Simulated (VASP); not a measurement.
# C (P6_3/mmc) in VASP: relaxation of cell and atoms with PBE

Aim: the relaxation of cell and atoms of C with PBE.

Everything below comes from runs of VASP 6.6.1. Logs are shortened: lines on timing, memory, paths and dates and some standing lists are left out, and cuts for length are marked.

## Step 1: The cell of the first run

It takes space group P6_3/mmc (No. 194, hexagonal). The conventional cell has a = 1.723 Å, b = 1.723 Å, c = 2.792 Å, α = 90.00°, β = 90.00°, γ = 120.00°. Within 2.3 Å of C (site symmetry -6m2) lie 12 C at 1.71 to 1.72 Å.

## Step 2: Relaxation of cell and atoms, PBE, target pressure 380 GPa, at which the enthalpy is minimised

Contents of INCAR:

```
SYSTEM = C
PREC = Accurate
ENCUT = 910
EDIFF = 1E-7
ISMEAR = -1
SIGMA = 0.05
LREAL = .FALSE.
LASPH = .TRUE.
NELM = 120
ALGO = Normal
ISIF = 3
LWAVE = .FALSE.
LCHARG = .FALSE.
GGA = PE
IBRION = 2
NSW = 60
EDIFFG = -0.005
PSTRESS = 3800.0
GGA_COMPAT = .FALSE.
NELMIN = 4
```

Contents of KPOINTS:

```
regular mesh
0
G
  26 26 14
  0 0 0
```

Contents of POSCAR:

```
C
1.0
    1.7234965062      0.0000000000      0.0000000000
   -0.8617482531      1.4925917577      0.0000000000
    0.0000000000      0.0000000000      2.7920643401
C
2
Direct
    0.3333333333      0.6666666667      0.2500000000
    0.6666666667      0.3333333333      0.7500000000
```

Potentials or basis: VASP PAW PBE potentials, release 64 (C_h).

Started as:

```bash
$ cat potpaw_PBE.64/C_h/POTCAR > POTCAR
$ mpirun -np 1 vasp_std > vasp.out
```

OUTCAR:

```text
SYSTEM = C
   PREC = Accurate
   ENCUT = 910
   EDIFF = 1E-7
   ISMEAR = -1
   LREAL = .FALSE.
   LASPH = .TRUE.
   NELM = 120
   ISIF = 3
   GGA = PE
   IBRION = 2
   NSW = 60
   EDIFFG = -0.005
   PSTRESS = 3800.0
   NELMIN = 4

 ion  position               nearest neighbor table
   1  0.333  0.667  0.250-
   2  0.667  0.333  0.750-

  LATTYP: Found a hexagonal cell.
 ALAT       =     1.7234965062
 C/A-ratio  =     1.6200000000

  Lattice vectors:

 A1 = (   1.7234965062,   0.0000000000,   0.0000000000)
 A2 = (  -0.8617482531,   1.4925917577,   0.0000000000)
 A3 = (   0.0000000000,   0.0000000000,   2.7920643401)

Analysis of symmetry for initial positions (statically):
=====================================================================
 Subroutine PRICEL returns:
 Original cell was already a primitive cell.

 Routine SETGRP: Setting up the symmetry group for a
 hexagonal supercell.

 Subroutine GETGRP returns: Found 24 space group operations
 (whereof 12 operations were pure point group operations)
 out of a pool of 24 trial point group operations.

The static configuration has the point symmetry D_3d.
 The point group associated with its full space group is D_6h.

Analysis of symmetry for dynamics (positions and initial velocities):
=====================================================================
 Subroutine PRICEL returns:
 Original cell was already a primitive cell.

 Routine SETGRP: Setting up the symmetry group for a
 hexagonal supercell.

 Subroutine GETGRP returns: Found 24 space group operations
 (whereof 12 operations were pure point group operations)
 out of a pool of 24 trial point group operations.

The dynamic configuration has the point symmetry D_3d.
 The point group associated with its full space group is D_6h.

 Subroutine INISYM returns: Found 24 space group operations
 (whereof 12 operations are pure point group operations),
 and found     1 'primitive' translations

----------------------------------------------------------------------------------------

                                     Primitive cell

  volume of cell :       7.1825

  direct lattice vectors                    reciprocal lattice vectors
     1.723496506  0.000000000  0.000000000     0.580215856  0.334987780  0.000000000
    -0.861748253  1.492591758  0.000000000     0.000000000  0.669975561  0.000000000
     0.000000000  0.000000000  2.792064340     0.000000000  0.000000000  0.358157936

  length of vectors
     1.723496506  1.723496506  2.792064340     0.669975561  0.669975561  0.358157936

  position of ions in fractional coordinates (direct lattice)
     0.333333333  0.666666667  0.250000000
     0.666666667  0.333333333  0.750000000

  ion indices of the primitive-cell ions
   primitive index   ion index
                 1           1
                 2           2

----------------------------------------------------------------------------------------

 KPOINTS: regular mesh

Automatic generation of k-mesh.
 Grid dimensions read from file:
 generate k-points for:   26   26   14

 Generating k-lattice:

  Cartesian coordinates                     Fractional coordinates (reciprocal lattice)
     0.022315994  0.012884145  0.000000000     0.038461538 -0.000000000  0.000000000
     0.000000000  0.025768291  0.000000000     0.000000000  0.038461538  0.000000000
     0.000000000  0.000000000  0.025582710     0.000000000  0.000000000  0.071428571

  Length of vectors
     0.025768291  0.025768291  0.025582710

  Shift w.r.t. Gamma in fractional coordinates (k-lattice)
     0.000000000  0.000000000  0.000000000

 Subroutine IBZKPT returns following result:
 ===========================================

 Found    560 irreducible k-points:

 Following reciprocal coordinates:
            Coordinates               Weight
  0.000000  0.000000  0.000000      1.000000
  0.038462  0.000000  0.000000      6.000000
  0.076923  0.000000  0.000000      6.000000
  0.115385 -0.000000  0.000000      6.000000
  0.153846  0.000000  0.000000      6.000000
  0.192308  0.000000  0.000000      6.000000
[... 16 lines left out ...]
  0.346154  0.038462  0.000000     12.000000
  0.384615  0.038462  0.000000     12.000000
 [... further k-points ...]
   k-points           NKPTS =    560   k-points in BZ     NKDIM =    560   number of bands    NBANDS=      8
   number of dos      NEDOS =    301   number of ions     NIONS =      2
   total plane-waves  NPLWV =   9072
   dimension x,y,z NGX =    18 NGY =   18 NGZ =   28
   dimension x,y,z NGXF=    36 NGYF=   36 NGZF=   56
   ions per type =               2
   NGX,Y,Z   is equivalent  to a cutoff of  17.36, 17.36, 16.67 a.u.
   NGXF,Y,Z  is equivalent  to a cutoff of  34.73, 34.73, 33.34 a.u.
 SYSTEM =  C
   PREC   = accura    normal or accurate (medium, high low for compatibility)
   ISTART =      0    job   : 0-new  1-cont  2-samecut
   ICHARG =      2    charge: 1-file 2-atom 10-const
   ISPIN  =      1    spin polarized calculation?
   LNONCOLLINEAR =      F non collinear calculations
   LSORBIT =      F    spin-orbit coupling
   LASPH  =      T    aspherical Exc in radial PAW
   ENCUT  =  910.0 eV  66.88 Ry    8.18 a.u.   4.24  4.24  6.87*2*pi/ulx,y,z
   NELM   =    120;   NELMIN=  4; NELMDL= -5     # of ELM steps
   EDIFF  = 0.1E-06   stopping-criterion for ELM
   LREAL  =      F    real-space projection
   EDIFFG = -.5E-02   stopping-criterion for IOM
   NSW    =     60    number of steps for IOM
   IBRION =      2    ionic relax: 0-MD 1-quasi-New 2-CG
   NFREE  =      1    steps in history (QN), initial steepest desc. (CG)
   ISIF   =      3    stress and relaxation
   ISYM   =      2    0-nonsym 1-usesym 2-fastsym
   POTIM  = 0.5000    time-step for ionic-motion
   TEBEG  =    0.0;   TEEND  =   0.0 temperature during run
   PSTRESS= 3800.0 pullay stress
   NELECT =       8.0000    total number of electrons
   NUPDOWN=      -1.0000    fix difference up-down
   EMIN   =  10.00;   EMAX   =-10.00  energy-range for DOS
   EFERMI =   0.00;   METHOD = LEGACY
   ISMEAR =    -1;   SIGMA  =   0.05  broadening in eV -4-tet -1-fermi 0-gaus
   EFERMI_NEDOS =   21; number of points for ismear=-14 and -15
   IALGO  =     38    algorithm
   IMIX   =      4    mixing-type and parameters
     AMIX     =   0.40;   BMIX     =  1.00
     AMIX_MAG =   1.60;   BMIX_MAG =  1.00
  volume/ion in A,a.u.               =       3.59        24.24
  Fermi-wavevector in a.u.,A,eV,Ry     =   1.696990  3.206846 39.181704  2.879774
  Thomas-Fermi vector in A             =   2.777752
   LORBIT       =      0    0 simple, 1 ext, 2 COOP (PROOUT), +10 PAW based schemes
   GGA     = PE    functional components
   LHFCALC =     F    Hartree Fock is set to
   AEXX    =    0.0000 exact exchange contribution
   IVDW    =     0    specifies the selected vdW correction
   LEPSILON=     F    determine dielectric tensor
   LRPA    =     F    only Hartree local field effects (RPA)
 conjugate gradient relaxation of ions
 non-spin polarized calculation
  energy-cutoff  :      910.00
  volume of cell :        7.18
 maximum number of plane-waves:       468
 NGX is ok and might be reduce to    18
   NGX =  9   NGY =  9   NGZ = 13

--------------------------------------- Ionic step        1  -------------------------------------------

 number of electron       8.0000000 magnetization

 Free energy of the ion-electron system (eV)
  ---------------------------------------------------
  ext. energy  EPLUGINS =         0.00000000
  ---------------------------------------------------
  free energy    TOTEN  =        -5.05145449 eV

  energy without entropy =       -5.04919372  energy(sigma->0) =       -5.05032410

------------------------ aborting loop because EDIFF is reached ----------------------------------------

  FORCE on cell =-STRESS in cart. coord.  units (eV):
  Direction    XX          YY          ZZ          XY          YZ          ZX
  --------------------------------------------------------------------------------------
  -------------------------------------------------------------------------------------
  Total       15.9833556     15.9833556     18.7443067      0.0000000      0.0000000      0.0000000
  in kB     3565.3459375   3565.3459374   4181.2207279      0.0000000      0.0000000      0.0000000
  external PRESSURE =     -29.3624657 kB  Pullay stress =    3800.0000000 kB
[... 93 lines left out ...]
  FREE ENERGIE OF THE ION-ELECTRON SYSTEM (eV)
  ---------------------------------------------------
  free  energy   TOTEN  =        -4.6929664975 eV

  energy  without entropy=       -4.6898550101  energy(sigma->0) =       -4.69141075

  enthalpy is  TOTEN    =        11.7808571366 eV   P V=       16.4738236341

[... ionic steps 4 to 19 ...]

--------------------------------------- Ionic step       20  -------------------------------------------

 number of electron       8.0000000 magnetization

------------------------ aborting loop because EDIFF is reached ----------------------------------------

  FORCE on cell =-STRESS in cart. coord.  units (eV):
  Direction    XX          YY          ZZ          XY          YZ          ZX
  --------------------------------------------------------------------------------------
  -------------------------------------------------------------------------------------
  Total       16.9453335     16.9453335     16.9595418     -0.0000000      0.0000000      0.0000000
  in kB     3796.4680166   3796.4680164   3799.6512741     -0.0000000      0.0000000      0.0000000
  external PRESSURE =      -2.4708977 kB  Pullay stress =    3800.0000000 kB
[... 61 lines left out ...]
  enthalpy is  TOTEN    =        11.6153587164 eV   P V=       16.9631981588

--------------------------------------- Ionic step       22  -------------------------------------------

 number of electron       8.0000000 magnetization

 Free energy of the ion-electron system (eV)
  ---------------------------------------------------
  ext. energy  EPLUGINS =         0.00000000
  ---------------------------------------------------
  free energy    TOTEN  =        -5.34489457 eV

  energy without entropy =       -5.34192767  energy(sigma->0) =       -5.34341112

 E-fermi :  22.5680     XC(G=0): -16.4268

 val. band max:       22.5577828032   @ k =   0.5000   0.0000   0.2143
 cond. band min:      22.5747282109   @ k =   0.3462   0.2692   0.0000
 fundamental gap:      0.0169454077
 Fermi energy:        22.5680223462

 k-point     1 :       0.0000    0.0000    0.0000
  band No.  band energies     occupation
      1      -9.2654      2.00000
      2      -0.7591      2.00000
      3       1.7378      2.00000
      4      22.7804      0.02820
      5      40.0937      0.00000
      6      43.8890      0.00000
      7      43.8890      0.00000
      8      44.7426      0.00000
[... 243 lines left out ...]
 k-point    24 :       0.3846    0.0385    0.0000
  band No.  band energies     occupation
      1       1.0065      2.00000
      2       6.2741      2.00000
      3      14.7073      2.00000
      4      18.0990      2.00000
      5      23.0065      0.00031
      6      27.3934      0.00000
      7      33.6124      0.00000
      8      36.1390      0.00000

 [... further k-points ...]

------------------------ aborting loop because EDIFF is reached ----------------------------------------

  FORCE on cell =-STRESS in cart. coord.  units (eV):
  Direction    XX          YY          ZZ          XY          YZ          ZX
  --------------------------------------------------------------------------------------
  -------------------------------------------------------------------------------------
  Total       16.9564287     16.9564287     16.9597376      0.0000000      0.0000000      0.0000000
  in kB     3799.1437627   3799.1437625   3799.8851342      0.0000000      0.0000000      0.0000000
  external PRESSURE =      -0.6091135 kB  Pullay stress =    3800.0000000 kB
[... 17 lines left out ...]
  FREE ENERGIE OF THE ION-ELECTRON SYSTEM (eV)
  ---------------------------------------------------
  free  energy   TOTEN  =        -5.3448945668 eV

  energy  without entropy=       -5.3419276740  energy(sigma->0) =       -5.34341112

  enthalpy is  TOTEN    =        11.6153556914 eV   P V=       16.9602502581

 reached required accuracy - stopping structural energy minimisation
```

It took 9 min on 1 thread of Intel Xeon 6975P-C (Granite Rapids), shared host; peak memory 0.17 GiB.

What came out:

* Free energy: -5.3449 eV
* Relaxed volume: 3.58 Å³/atom
* Relaxed cell: a = 1.524 Å, b = 1.524 Å, c = 3.554 Å, α = 90.00°, β = 90.00°, γ = 120.00°
* Space group after relaxing (to 0.1 Å): P6_3/mmc (No. 194)
* Energy change on relaxing (the run minimises the enthalpy): -146.7 meV/atom
* Ionic steps: 22
* Pressure after relaxing: 379.9 GPa
* Band gap on the k mesh: zero (bands 4 and 5 overlap by 8.76 eV)

The path:
```
step  energy change (eV)  largest force (eV/Å)  pressure (GPa)  volume (Å³)
   1              0.0000                0.0000          377.06         7.18
   2              0.0893                0.0000          384.37         7.10
   3              0.3585                0.0000          410.90         6.95
   4              1.5278                0.0000          537.54         6.51
   5              0.6834                0.0000          446.70         6.79
   6              0.8832                0.0000          467.17         6.71
   7              0.7925                0.0000          460.84         6.74
   8              0.6936                0.0000          453.87         6.78
   9              0.5025                0.0000          442.90         6.84
  10              0.2006                0.0000          427.64         6.96
  11              0.2270                0.0000          429.15         6.95
  12              0.0922                0.0000          416.20         7.00
  13             -0.2726                0.0000          379.30         7.14
  14             -0.2420                0.0000          382.46         7.13
  15             -0.2334                0.0000          383.33         7.13
  16             -0.2414                0.0000          382.86         7.13
  17             -0.2649                0.0000          381.49         7.14
  18             -0.3112                0.0000          378.74         7.16
  19             -0.2898                0.0000          380.02         7.15
  20             -0.2943                0.0000          379.75         7.15
  21             -0.2964                0.0000          379.63         7.15
  22             -0.2934                0.0000          379.94         7.15
```

Final structure:
```cif
data_structure
_symmetry_space_group_name_H-M 'P 1'
_symmetry_Int_Tables_number 1
_cell_length_a 1.5243
_cell_length_b 1.5243
_cell_length_c 3.5537
_cell_angle_alpha 90.000
_cell_angle_beta 90.000
_cell_angle_gamma 120.000
_cell_volume 7.15
loop_
_atom_site_label
_atom_site_type_symbol
_atom_site_fract_x
_atom_site_fract_y
_atom_site_fract_z
_atom_site_occupancy
C1 C 0.33333 0.66667 0.25000 1
C2 C 0.66667 0.33333 0.75000 1
```

Caveat: the cutoff is under 1.25 times the usual one of these potentials, so pressure, stress and relaxed cells hold a basis-set (Pulay) error; the cell is relaxed towards a set pressure, so the run minimises the enthalpy, not the energy; a cell axis changed by over 15 % at a fixed basis, so the end point is rough.
